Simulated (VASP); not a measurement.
# Sc (P6_3/mmc) in VASP: further runs

Sc is run at these levels: PBEsol, r2SCAN; tasks: single point.

Everything below comes from runs of VASP 6.6.1. Logs are shortened: lines on timing, memory, paths and dates and some standing lists are left out, and cuts for length are marked.

## (1) The cell of the first run

Symmetry: P6_3/mmc, No. 194, hexagonal system. Conventional cell: a = 3.309 Å, b = 3.309 Å, c = 5.062 Å, α = 90.00°, β = 90.00°, γ = 120.00°. Sc (site symmetry -6m2) has 12 Sc at 3.17 to 3.31 Å within 4.2 Å.

## (2) Single point, PBEsol

File INCAR:

```
SYSTEM = Sc
ALGO = Normal
EDIFF = 1E-6
ENCUT = 500
GGA = PS
GGA_COMPAT = .False.
ISIF = 2
ISMEAR = -1
LASPH = .True.
LCHARG = .False.
LREAL = .False.
LWAVE = .False.
NBANDS = 18
NELM = 120
PREC = Accurate
SIGMA = 0.05
```

File KPOINTS:

```
k-points
0
Gamma
  9 9 5
  0 0 0
```

File POSCAR:

```
Sc
1.0
    3.3090000000      0.0000000000      0.0000000000
   -1.6545000000      2.8656780611      0.0000000000
    0.0000000000      0.0000000000      5.0623680000
Sc
2
Direct
    0.6666666667      0.3333333333      0.7500000000
    0.3333333333      0.6666666667      0.2500000000
```

Potentials or basis: VASP PAW PBE potentials, release 64 (Sc_sv).

Launch:

```console
cat potpaw_PBE.64/Sc_sv/POTCAR > POTCAR
mpirun -np 1 vasp_std > vasp.out
```

OUTCAR:

```text
SYSTEM = Sc
   EDIFF = 1E-6
   ENCUT = 500
   GGA = PS
   ISIF = 2
   ISMEAR = -1
   LASPH = .True.
   LREAL = .False.
   NELM = 120
   PREC = Accurate

 ion  position               nearest neighbor table
   1  0.667  0.333  0.750-   2 3.17   2 3.17   2 3.17   2 3.17   2 3.17   2 3.17
   2  0.333  0.667  0.250-   1 3.17   1 3.17   1 3.17   1 3.17   1 3.17   1 3.17

  LATTYP: Found a hexagonal cell.
 ALAT       =     3.3090000000
 C/A-ratio  =     1.5298785131

  Lattice vectors:

 A1 = (   3.3090000000,   0.0000000000,   0.0000000000)
 A2 = (  -1.6545000000,   2.8656780611,   0.0000000000)
 A3 = (   0.0000000000,   0.0000000000,   5.0623680000)

Analysis of symmetry for initial positions (statically):
=====================================================================
 Subroutine PRICEL returns:
 Original cell was already a primitive cell.

 Routine SETGRP: Setting up the symmetry group for a
 hexagonal supercell.

 Subroutine GETGRP returns: Found 24 space group operations
 (whereof 12 operations were pure point group operations)
 out of a pool of 24 trial point group operations.

The static configuration has the point symmetry D_3d.
 The point group associated with its full space group is D_6h.

Analysis of symmetry for dynamics (positions and initial velocities):
=====================================================================
 Subroutine PRICEL returns:
 Original cell was already a primitive cell.

 Routine SETGRP: Setting up the symmetry group for a
 hexagonal supercell.

 Subroutine GETGRP returns: Found 24 space group operations
 (whereof 12 operations were pure point group operations)
 out of a pool of 24 trial point group operations.

The dynamic configuration has the point symmetry D_3d.
 The point group associated with its full space group is D_6h.

 Subroutine INISYM returns: Found 24 space group operations
 (whereof 12 operations are pure point group operations),
 and found     1 'primitive' translations

----------------------------------------------------------------------------------------

                                     Primitive cell

  volume of cell :      48.0040

  direct lattice vectors                    reciprocal lattice vectors
     3.309000000  0.000000000  0.000000000     0.302206105  0.174478776  0.000000000
    -1.654500000  2.865678061  0.000000000     0.000000000  0.348957552  0.000000000
[... 82 lines left out ...]
   LASPH  =      T    aspherical Exc in radial PAW
   ENCUT  =  500.0 eV  36.75 Ry    6.06 a.u.   6.03  6.03  9.23*2*pi/ulx,y,z
   NELM   =    120;   NELMIN=  2; NELMDL= -5     # of ELM steps
   EDIFF  = 0.1E-05   stopping-criterion for ELM
   LREAL  =      F    real-space projection
   EDIFFG = 0.1E-04   stopping-criterion for IOM
   NSW    =      0    number of steps for IOM
   IBRION =     -1    ionic relax: 0-MD 1-quasi-New 2-CG
   NFREE  =      0    steps in history (QN), initial steepest desc. (CG)
   ISIF   =      2    stress and relaxation
   ISYM   =      2    0-nonsym 1-usesym 2-fastsym
   POTIM  = 0.5000    time-step for ionic-motion
   TEBEG  =    0.0;   TEEND  =   0.0 temperature during run
   PSTRESS=    0.0 pullay stress
   NELECT =      22.0000    total number of electrons
   NUPDOWN=      -1.0000    fix difference up-down
   EMIN   =  10.00;   EMAX   =-10.00  energy-range for DOS
   EFERMI =   0.00;   METHOD = LEGACY
   ISMEAR =    -1;   SIGMA  =   0.05  broadening in eV -4-tet -1-fermi 0-gaus
   EFERMI_NEDOS =   21; number of points for ismear=-14 and -15
   IALGO  =     38    algorithm
   IMIX   =      4    mixing-type and parameters
     AMIX     =   0.40;   BMIX     =  1.00
     AMIX_MAG =   1.60;   BMIX_MAG =  1.00
  volume/ion in A,a.u.               =      24.00       161.97
  Fermi-wavevector in a.u.,A,eV,Ry     =   1.262185  2.385184 21.675599  1.593112
  Thomas-Fermi vector in A             =   2.395606
   LORBIT       =      0    0 simple, 1 ext, 2 COOP (PROOUT), +10 PAW based schemes
   GGA     = PS    functional components
   LHFCALC =     F    Hartree Fock is set to
   AEXX    =    0.0000 exact exchange contribution
   IVDW    =     0    specifies the selected vdW correction
   LEPSILON=     F    determine dielectric tensor
   LRPA    =     F    only Hartree local field effects (RPA)
 non-spin polarized calculation
  energy-cutoff  :      500.00
  volume of cell :       48.00
 maximum number of plane-waves:      1239
   NGX = 13   NGY = 13   NGZ = 19

 number of electron      22.0000010 magnetization

 Free energy of the ion-electron system (eV)
  ---------------------------------------------------
  ext. energy  EPLUGINS =         0.00000000
  ---------------------------------------------------
  free energy    TOTEN  =       -13.22264099 eV

  energy without entropy =      -13.18867255  energy(sigma->0) =      -13.20565677

 E-fermi :   3.7321     XC(G=0): -10.0981

 val. band max:        3.7121190322   @ k =   0.3333   0.1111   0.4000
 cond. band min:       3.7358947580   @ k =   0.4444   0.1111   0.4000
 fundamental gap:      0.0237757258
 Fermi energy:         3.7320830377

 k-point     1 :       0.0000    0.0000    0.0000
  band No.  band energies     occupation
      1     -45.4113      2.00000
      2     -45.3244      2.00000
      3     -24.3677      2.00000
      4     -23.9852      2.00000
      5     -23.9852      2.00000
      6     -23.9046      2.00000
[... 481 lines left out ...]
      5     -24.2016      2.00000
      6     -24.0627      2.00000
[... 10 lines left out ...]
     17       7.4726      0.00000
     18       7.4726      0.00000

 [... further k-points ...]

------------------------ aborting loop because EDIFF is reached ----------------------------------------

  FORCE on cell =-STRESS in cart. coord.  units (eV):
  Direction    XX          YY          ZZ          XY          YZ          ZX
  --------------------------------------------------------------------------------------
  -------------------------------------------------------------------------------------
  Total       -0.3676165     -0.3676165      0.0026417      0.0000000      0.0000000      0.0000000
  in kB      -12.2695226    -12.2695226      0.0881675      0.0000000      0.0000000      0.0000000
  external PRESSURE =      -8.1502925 kB  Pullay stress =       0.0000000 kB

 VOLUME and BASIS-vectors are now :
 -----------------------------------------------------------------------------
  energy-cutoff  :      500.00
  volume of cell :       48.00
      direct lattice vectors                 reciprocal lattice vectors
     3.309000000  0.000000000  0.000000000     0.302206105  0.174478776  0.000000000
    -1.654500000  2.865678061  0.000000000     0.000000000  0.348957552  0.000000000
     0.000000000  0.000000000  5.062368000     0.000000000  0.000000000  0.197536015

 POSITION                                       TOTAL-FORCE (eV/Angst)
 -----------------------------------------------------------------------------------
      1.65450      0.95523      3.79678         0.000000     -0.000000      0.000000
     -0.00000      1.91045      1.26559        -0.000000      0.000000      0.000000
 -----------------------------------------------------------------------------------
    total drift:                               -0.000000      0.000000     -0.000000

  FREE ENERGIE OF THE ION-ELECTRON SYSTEM (eV)
  ---------------------------------------------------
  free  energy   TOTEN  =       -13.2226409852 eV

  energy  without entropy=      -13.1886725508  energy(sigma->0) =      -13.20565677
```

It took 29 s on 1 thread of Intel Xeon 8259CL, shared host; peak memory 0.17 GiB.

What came out:

```yaml
Free_energy: -13.2226 eV
Pressure: -0.8 GPa
Band_gap_on_the_k_mesh: zero (bands 11 and 12 overlap by 1.38 eV)
```

Stress tensor (GPa, compression positive):
```
-1.23  0.00  0.00
 0.00 -1.23  0.00
 0.00  0.00  0.01
```

Caveat: the PAW data sets were made with another functional, which shifts forces and pressure a little.

## (3) Single point, PBEsol

This run uses another cell than the first one, of 24.50 Å³/atom.

File INCAR:

```
PREC     = Accurate       # precision mode
ENCUT    = 500            # plane-wave cutoff, eV
EDIFF    = 1E-6           # SCF threshold, eV
ISMEAR   = -1             # smearing method
SIGMA    = 0.05           # smearing width, eV
LREAL    = F              # projectors in reciprocal space
LASPH    = T              # aspherical terms in the spheres
NELM     = 120            # most SCF steps
ALGO     = Normal         # electronic algorithm
ISIF     = 2              # what is computed and relaxed
LWAVE    = F              # write WAVECAR
LCHARG   = F              # write CHGCAR
GGA      = PS             # functional
NBANDS   = 18             # bands
GGA_COMPAT= F
```

File KPOINTS:

```
Automatic mesh
0
Gamma
  9 9 5
```

POSCAR: that of step 2 with these lines changed.

```diff
@@ -4,3 +4,3 @@
    -1.6545000000      2.8656780611      0.0000000000
-    0.0000000000      0.0000000000      5.0623680000
+    0.0000000000      0.0000000000      5.1678340000
 Sc
```

Potentials or basis: VASP PAW PBE potentials, release 64 (Sc_sv).

Launch:

```console
cat potpaw_PBE.64/Sc_sv/POTCAR > POTCAR
mpirun -np 1 vasp_std > vasp.out
```

OUTCAR:

```text
PREC = Accurate
   ENCUT = 500
   EDIFF = 1E-6
   ISMEAR = -1
   LREAL = F
   LASPH = T
   NELM = 120
   ISIF = 2
   GGA = PS

 ion  position               nearest neighbor table
   1  0.667  0.333  0.750-   2 3.21   2 3.21   2 3.21   2 3.21   2 3.21   2 3.21
   2  0.333  0.667  0.250-   1 3.21   1 3.21   1 3.21   1 3.21   1 3.21   1 3.21

  LATTYP: Found a hexagonal cell.
 ALAT       =     3.3090000000
 C/A-ratio  =     1.5617509822

  Lattice vectors:

 A1 = (   3.3090000000,   0.0000000000,   0.0000000000)
 A2 = (  -1.6545000000,   2.8656780611,   0.0000000000)
 A3 = (   0.0000000000,   0.0000000000,   5.1678340000)

Analysis of symmetry for initial positions (statically):
=====================================================================
 Subroutine PRICEL returns:
 Original cell was already a primitive cell.

 Routine SETGRP: Setting up the symmetry group for a
 hexagonal supercell.

 Subroutine GETGRP returns: Found 24 space group operations
 (whereof 12 operations were pure point group operations)
 out of a pool of 24 trial point group operations.

The static configuration has the point symmetry D_3d.
[... 160 lines left out ...]
  energy without entropy =      -13.18162792  energy(sigma->0) =      -13.19922073

 E-fermi :   3.6118     XC(G=0): -10.0142

 val. band max:        3.5965830169   @ k =   0.3333   0.1111   0.4000
 cond. band min:       3.6148505930   @ k =   0.4444   0.1111   0.4000
 fundamental gap:      0.0182675762
 Fermi energy:         3.6118387983

 k-point     1 :       0.0000    0.0000    0.0000
  band No.  band energies     occupation
      1     -45.5837      2.00000
      2     -45.5099      2.00000
      3     -24.5095      2.00000
      4     -24.1556      2.00000
      5     -24.1556      2.00000
      6     -24.0875      2.00000
[... 481 lines left out ...]
      5     -24.3632      2.00000
      6     -24.2481      2.00000
[... 10 lines left out ...]
     17       7.2569      0.00000
     18       7.2569      0.00000

 [... further k-points ...]

------------------------ aborting loop because EDIFF is reached ----------------------------------------

  FORCE on cell =-STRESS in cart. coord.  units (eV):
  Direction    XX          YY          ZZ          XY          YZ          ZX
  --------------------------------------------------------------------------------------
  -------------------------------------------------------------------------------------
  Total       -0.5483371     -0.5483371     -0.6198763      0.0000000      0.0000000      0.0000000
  in kB      -17.9277371    -17.9277371    -20.2666942      0.0000000      0.0000000      0.0000000
  external PRESSURE =     -18.7073895 kB  Pullay stress =       0.0000000 kB

 VOLUME and BASIS-vectors are now :
 -----------------------------------------------------------------------------
  energy-cutoff  :      500.00
  volume of cell :       49.00
      direct lattice vectors                 reciprocal lattice vectors
     3.309000000  0.000000000  0.000000000     0.302206105  0.174478776  0.000000000
    -1.654500000  2.865678061  0.000000000     0.000000000  0.348957552  0.000000000
     0.000000000  0.000000000  5.167834000     0.000000000  0.000000000  0.193504668

 POSITION                                       TOTAL-FORCE (eV/Angst)
 -----------------------------------------------------------------------------------
      1.65450      0.95523      3.87588        -0.000000      0.000000      0.000000
     -0.00000      1.91045      1.29196         0.000000      0.000000      0.000000
 -----------------------------------------------------------------------------------
    total drift:                               -0.000000      0.000000     -0.000000

  FREE ENERGIE OF THE ION-ELECTRON SYSTEM (eV)
  ---------------------------------------------------
  free  energy   TOTEN  =       -13.2168135408 eV

  energy  without entropy=      -13.1816279235  energy(sigma->0) =      -13.19922073
```

stdout:

```text
POSCAR found type information on POSCAR Sc
 POSCAR found :  1 types and       2 ions
 scaLAPACK will be used
 -----------------------------------------------------------------------------
|                                                                             |
|                                                                             |
|     You enforced a specific xc type in the INCAR file but a different       |
|     I HOPE YOU KNOW WHAT YOU ARE DOING!                                     |
|                                                                             |
 -----------------------------------------------------------------------------

 LDA part: xc-table for (Slater+PW92), standard interpolation
 POSCAR, INCAR and KPOINTS ok, starting setup
 FFT: planning ... GRIDC
 FFT: planning ... GRID_SOFT
 FFT: planning ... GRID
 WAVECAR not read
 entering main loop
```

Wall time 26 s (1 thread of Intel Xeon 8259CL, shared host); peak memory 0.17 GiB.

What came out:

```yaml
Free_energy: -13.2168 eV
Pressure: -1.9 GPa
Band_gap_on_the_k_mesh: zero (bands 11 and 12 overlap by 1.24 eV)
```

Stress tensor (GPa, compression positive):
```
-1.79  0.00  0.00
 0.00 -1.79  0.00
 0.00  0.00 -2.03
```

Levels at points of the mesh, in eV from the Fermi level:
```csv
k point,band 7,band 8,band 9,band 10,band 11,band 12,band 13,band 14,band 15,band 16
"(0.00, 0.00, 0.00)",-27.70,-27.67,-5.15,-1.66,0.61,1.59,1.59,1.84,2.04,2.04
```

Caveat: the PAW data sets were made with another functional, which shifts forces and pressure a little.

[end of part 1 of 2]
